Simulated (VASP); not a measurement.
# Rb (I4/mmm) in VASP: notebook

Runs on Rb. Level: PBEsol. Tasks: single point.

Everything below comes from runs of VASP 6.6.1. Logs are shortened: lines on timing, memory, paths and dates and some standing lists are left out, and cuts for length are marked.

### 1 The cell of the first run

The structure is tetragonal, space group I4/mmm (No. 139). Conventional cell: a = 4.890 Å, b = 4.890 Å, c = 7.280 Å, α = 90.00°, β = 90.00°, γ = 90.00°.

### 2 Single point, PBEsol (strain -0.0500 x Voigt [1, 1, 0, 0, 0, 0])

INCAR

```
  PREC = Accurate
  ENCUT = 520
  EDIFF = 1E-7
  ISMEAR = 0
  SIGMA = 0.15
  LREAL = F
  LASPH = T
  NELM = 60
  ALGO = Fast
  ISIF = 2
  LWAVE = F
  LCHARG = F
  GGA = PS
  NBANDS = 10
```

KPOINTS

```
Automatic mesh
0
Gamma
  12 12 12
```

POSCAR

```
Rb
1.0
    0.0000000000      3.4578904365      3.6398846700
    3.4578904365      0.0000000000      3.6398846700
    3.4578904365      3.4578904365      0.0000000000
Rb
1
Direct
    0.0000000000      0.0000000000      0.0000000000
```

Potentials or basis: VASP PAW PBE potentials, release 64 (Rb_sv).

Command:

```sh
> cat potpaw_PBE.64/Rb_sv/POTCAR > POTCAR
> mpirun -np 1 vasp_std > vasp.out
```

OUTCAR:

```text
PREC = Accurate
   ENCUT = 520
   EDIFF = 1E-7
   ISMEAR = 0
   LREAL = F
   LASPH = T
   NELM = 60
   ISIF = 2
   GGA = PS

 ion  position               nearest neighbor table
   1  0.000  0.000  0.000-

  LATTYP: Found a body centered tetragonal cell.
 ALAT       =     4.8901955525
 C/A-ratio  =     1.4886458551

  Lattice vectors:

 A1 = (  -3.4578904365,   0.0000000000,   3.6398846700)
 A2 = (   3.4578904365,   0.0000000000,   3.6398846700)
 A3 = (   0.0000000000,   3.4578904365,  -3.6398846700)

Analysis of symmetry for initial positions (statically):
=====================================================================
 Subroutine PRICEL returns:
 Original cell was already a primitive cell.

 Routine SETGRP: Setting up the symmetry group for a
 body centered tetragonal supercell.

 Subroutine GETGRP returns: Found 16 space group operations
 (whereof 16 operations were pure point group operations)
 out of a pool of 16 trial point group operations.

The static configuration has the point symmetry D_4h.

Analysis of symmetry for dynamics (positions and initial velocities):
=====================================================================
 Subroutine PRICEL returns:
 Original cell was already a primitive cell.

 Routine SETGRP: Setting up the symmetry group for a
 body centered tetragonal supercell.

 Subroutine GETGRP returns: Found 16 space group operations
 (whereof 16 operations were pure point group operations)
 out of a pool of 16 trial point group operations.

The dynamic configuration has the point symmetry D_4h.

 Subroutine INISYM returns: Found 16 space group operations
 (whereof 16 operations are pure point group operations),
 and found     1 'primitive' translations

----------------------------------------------------------------------------------------

                                     Primitive cell

  volume of cell :      87.0442

  direct lattice vectors                    reciprocal lattice vectors
     0.000000000  3.457890437  3.639884670    -0.144596831  0.144596831  0.137366990
     3.457890437  0.000000000  3.639884670     0.144596831 -0.144596831  0.137366990
     3.457890437  3.457890437  0.000000000     0.144596831  0.144596831 -0.137366990

  length of vectors
     5.020534502  5.020534502  4.890195552     0.246345646  0.246345646  0.246345646

  position of ions in fractional coordinates (direct lattice)
     0.000000000  0.000000000  0.000000000

  ion indices of the primitive-cell ions
   primitive index   ion index
                 1           1

----------------------------------------------------------------------------------------

 KPOINTS: Automatic mesh

Automatic generation of k-mesh.
 Grid dimensions read from file:
 generate k-points for:   12   12   12

 Generating k-lattice:

  Cartesian coordinates                     Fractional coordinates (reciprocal lattice)
    -0.012049736  0.012049736  0.011447249     0.083333333 -0.000000000  0.000000000
     0.012049736 -0.012049736  0.011447249    -0.000000000  0.083333333  0.000000000
     0.012049736  0.012049736 -0.011447249     0.000000000  0.000000000  0.083333333

  Length of vectors
     0.020528804  0.020528804  0.020528804

  Shift w.r.t. Gamma in fractional coordinates (k-lattice)
     0.000000000  0.000000000  0.000000000

 Subroutine IBZKPT returns following result:
 ===========================================

 Found    163 irreducible k-points:

 Following reciprocal coordinates:
            Coordinates               Weight
  0.000000  0.000000  0.000000      1.000000
  0.083333  0.000000  0.000000      8.000000
  0.166667 -0.000000  0.000000      8.000000
  0.250000 -0.000000  0.000000      8.000000
  0.333333  0.000000  0.000000      8.000000
  0.416667 -0.000000  0.000000      8.000000
[... 16 lines left out ...]
  0.500000  0.166667  0.000000      8.000000
 -0.416667  0.166667  0.000000      8.000000
 [... further k-points ...]
   k-points           NKPTS =    163   k-points in BZ     NKDIM =    163   number of bands    NBANDS=     10
   number of dos      NEDOS =    301   number of ions     NIONS =      1
   total plane-waves  NPLWV =  57600
   dimension x,y,z NGX =    40 NGY =   40 NGZ =   36
   dimension x,y,z NGXF=    80 NGYF=   80 NGZF=   72
   ions per type =               1
   NGX,Y,Z   is equivalent  to a cutoff of  13.25, 13.25, 12.24 a.u.
   NGXF,Y,Z  is equivalent  to a cutoff of  26.49, 26.49, 24.48 a.u.
 SYSTEM =  unknown system
   PREC   = accura    normal or accurate (medium, high low for compatibility)
   ISTART =      0    job   : 0-new  1-cont  2-samecut
   ICHARG =      2    charge: 1-file 2-atom 10-const
   ISPIN  =      1    spin polarized calculation?
   LNONCOLLINEAR =      F non collinear calculations
   LSORBIT =      F    spin-orbit coupling
   LASPH  =      T    aspherical Exc in radial PAW
   ENCUT  =  520.0 eV  38.22 Ry    6.18 a.u.   9.33  9.33  9.09*2*pi/ulx,y,z
   NELM   =     60;   NELMIN=  2; NELMDL= -5     # of ELM steps
   EDIFF  = 0.1E-06   stopping-criterion for ELM
   LREAL  =      F    real-space projection
   EDIFFG = 0.1E-05   stopping-criterion for IOM
   NSW    =      0    number of steps for IOM
   IBRION =     -1    ionic relax: 0-MD 1-quasi-New 2-CG
   NFREE  =      0    steps in history (QN), initial steepest desc. (CG)
   ISIF   =      2    stress and relaxation
   ISYM   =      2    0-nonsym 1-usesym 2-fastsym
   POTIM  = 0.5000    time-step for ionic-motion
   TEBEG  =    0.0;   TEEND  =   0.0 temperature during run
   PSTRESS=    0.0 pullay stress
   NELECT =       9.0000    total number of electrons
   NUPDOWN=      -1.0000    fix difference up-down
   EMIN   =  10.00;   EMAX   =-10.00  energy-range for DOS
   EFERMI =   0.00;   METHOD = LEGACY
   ISMEAR =     0;   SIGMA  =   0.15  broadening in eV -4-tet -1-fermi 0-gaus
   EFERMI_NEDOS =   21; number of points for ismear=-14 and -15
   IALGO  =     68    algorithm
   IMIX   =      4    mixing-type and parameters
     AMIX     =   0.40;   BMIX     =  1.00
     AMIX_MAG =   1.60;   BMIX_MAG =  1.00
  volume/ion in A,a.u.               =      87.04       587.40
  Fermi-wavevector in a.u.,A,eV,Ry     =   0.768379  1.452026  8.032971  0.590407
  Thomas-Fermi vector in A             =   1.869140
   LORBIT       =      0    0 simple, 1 ext, 2 COOP (PROOUT), +10 PAW based schemes
   GGA     = PS    functional components
   LHFCALC =     F    Hartree Fock is set to
   AEXX    =    0.0000 exact exchange contribution
   IVDW    =     0    specifies the selected vdW correction
   LEPSILON=     F    determine dielectric tensor
   LRPA    =     F    only Hartree local field effects (RPA)
 non-spin polarized calculation
 RMM-DIIS sequential band-by-band and
 Gauss-broadening in eV      SIGMA  =   0.15
  energy-cutoff  :      520.00
  volume of cell :       87.04
 maximum number of plane-waves:      2362
 NGX is ok and might be reduce to    40
   NGX = 19   NGY = 19   NGZ = 19

 number of electron       9.0000000 magnetization

 Free energy of the ion-electron system (eV)
  ---------------------------------------------------
  ext. energy  EPLUGINS =         0.00000000
  ---------------------------------------------------
  free energy    TOTEN  =        -1.03031511 eV

  energy without entropy =       -1.02053435  energy(sigma->0) =       -1.02542473

 E-fermi :   0.0365     XC(G=0):  -5.6320

 val. band max:        0.0305820292   @ k =  -0.4167   0.0833   0.0000
 cond. band min:       0.0385503768   @ k =  -0.2500   0.2500   0.1667
 fundamental gap:      0.0079683476
 Fermi energy:         0.0365166626

 k-point     1 :       0.0000    0.0000    0.0000
  band No.  band energies     occupation
      1     -28.7836      2.00000
      2     -12.8279      2.00000
      3     -12.8264      2.00000
      4     -12.8264      2.00000
      5      -1.9911      2.00000
      6       3.5623      0.00000
      7       3.7508      0.00000
      8       3.7508      0.00000
      9       4.8384      0.00000
     10       5.2628      0.00000

 k-point     2 :       0.0833    0.0000    0.0000
  band No.  band energies     occupation
      1     -28.7833      2.00000
      2     -12.8346      2.00000
      3     -12.8287      2.00000
      4     -12.8272      2.00000
      5      -1.9101      2.00000
      6       3.4375      0.00000
      7       3.6773      0.00000
      8       3.7908      0.00000
      9       4.7571      0.00000
     10       5.1473      0.00000

 k-point     3 :       0.1667   -0.0000    0.0000
  band No.  band energies     occupation
      1     -28.7824      2.00000
      2     -12.8554      2.00000
      3     -12.8322      2.00000
      4     -12.8292      2.00000
      5      -1.6724      2.00000
      6       2.9571      0.00000
      7       3.6935      0.00000
      8       3.8728      0.00000
      9       4.6636      0.00000
     10       4.9579      0.00000

 k-point     4 :       0.2500   -0.0000    0.0000
  band No.  band energies     occupation
      1     -28.7812      2.00000
      2     -12.8836      2.00000
      3     -12.8370      2.00000
      4     -12.8320      2.00000
      5      -1.2940      2.00000
      6       2.3749      0.00000
      7       3.6242      0.00000
      8       3.8765      0.00000
      9       4.7974      0.00000
     10       4.9652      0.00000
[... 222 lines left out ...]
 k-point    22 :       0.4167    0.1667    0.0000
  band No.  band energies     occupation
      1     -28.7793      2.00000
      2     -12.9119      2.00000
      3     -12.8551      2.00000
      4     -12.8436      2.00000
      5      -0.4286      1.99999
      6       1.7015      0.00000
      7       2.7824      0.00000
      8       3.8989      0.00000
      9       4.7231      0.00000
     10       5.9118      0.00000

 k-point    23 :       0.5000    0.1667    0.0000
  band No.  band energies     occupation
      1     -28.7786      2.00000
      2     -12.9252      2.00000
      3     -12.8617      2.00000
      4     -12.8433      2.00000
      5       0.1388      0.33509
      6       1.1325      0.00000
      7       2.6755      0.00000
      8       3.8205      0.00000
      9       4.8864      0.00000
     10       5.9928      0.00000

 k-point    24 :      -0.4167    0.1667    0.0000
  band No.  band energies     occupation
      1     -28.7784      2.00000
      2     -12.9288      2.00000
      3     -12.8648      2.00000
      4     -12.8411      2.00000
      5       0.4106      0.00042
      6       0.8678      0.00000
      7       2.6150      0.00000
      8       3.7978      0.00000
      9       5.0777      0.00000
     10       5.6555      0.00000

 [... further k-points ...]
[... 5 lines left out ...]
  --------------------------------------------------------------------------------------
  -------------------------------------------------------------------------------------
  Total        0.0016784      0.0016784     -0.0261496      0.0000000     -0.0000000     -0.0000000
  in kB        0.0308934      0.0308934     -0.4813227      0.0000000     -0.0000000     -0.0000000
  external PRESSURE =      -0.1398453 kB  Pullay stress =       0.0000000 kB

 VOLUME and BASIS-vectors are now :
 -----------------------------------------------------------------------------
  energy-cutoff  :      520.00
  volume of cell :       87.04
      direct lattice vectors                 reciprocal lattice vectors
     0.000000000  3.457890437  3.639884670    -0.144596831  0.144596831  0.137366990
     3.457890437  0.000000000  3.639884670     0.144596831 -0.144596831  0.137366990
     3.457890437  3.457890437  0.000000000     0.144596831  0.144596831 -0.137366990

 POSITION                                       TOTAL-FORCE (eV/Angst)
 -----------------------------------------------------------------------------------
      0.00000      0.00000      0.00000         0.000000      0.000000      0.000000
 -----------------------------------------------------------------------------------
    total drift:                                0.000000     -0.000000     -0.000000

  FREE ENERGIE OF THE ION-ELECTRON SYSTEM (eV)
  ---------------------------------------------------
  free  energy   TOTEN  =        -1.0303151071 eV

  energy  without entropy=       -1.0205343528  energy(sigma->0) =       -1.02542473
```

Run time: 94 s. Hardware: 1 thread of Intel Xeon Platinum 8488C (Sapphire Rapids), shared host; peak memory 0.31 GiB.

Results:

| Property | Result |
| --- | --- |
| Free energy | -1.0303 eV |
| Pressure | 0.0 GPa |
| Band gap on the k mesh | zero (an odd number of electrons rules out a gap without spin polarisation) |

Levels at points of the mesh, in eV from the Fermi level:
| k point | band 1 | band 2 | band 3 | band 4 | band 5 | band 6 | band 7 | band 8 | band 9 | band 10 |
| --- | --- | --- | --- | --- | --- | --- | --- | --- | --- | --- |
| (0.00, 0.00, 0.00) | -28.82 | -12.86 | -12.86 | -12.86 | -2.03 | 3.53 | 3.71 | 3.71 | 4.80 | 5.23 |
| (0.50, 0.00, 0.00) | -28.82 | -12.98 | -12.88 | -12.87 | 0.13 | 0.70 | 3.28 | 3.58 | 5.77 | 5.82 |
| (0.50, 0.50, 0.00) | -28.81 | -12.97 | -12.90 | -12.90 | 0.51 | 1.26 | 1.91 | 4.84 | 4.84 | 5.14 |
| (0.50, 0.00, 0.50) | -28.81 | -12.97 | -12.91 | -12.90 | 0.67 | 1.58 | 1.78 | 4.48 | 4.59 | 5.08 |

Caveat: the cell differs from its parent crystal (strain -0.0500 x Voigt [1, 1, 0, 0, 0, 0]); the PAW data sets were made with another functional, which shifts forces and pressure a little.

[end of part 1 of 2]

The gap in the log of VASP goes by the Fermi energy; the results here count the filled bands.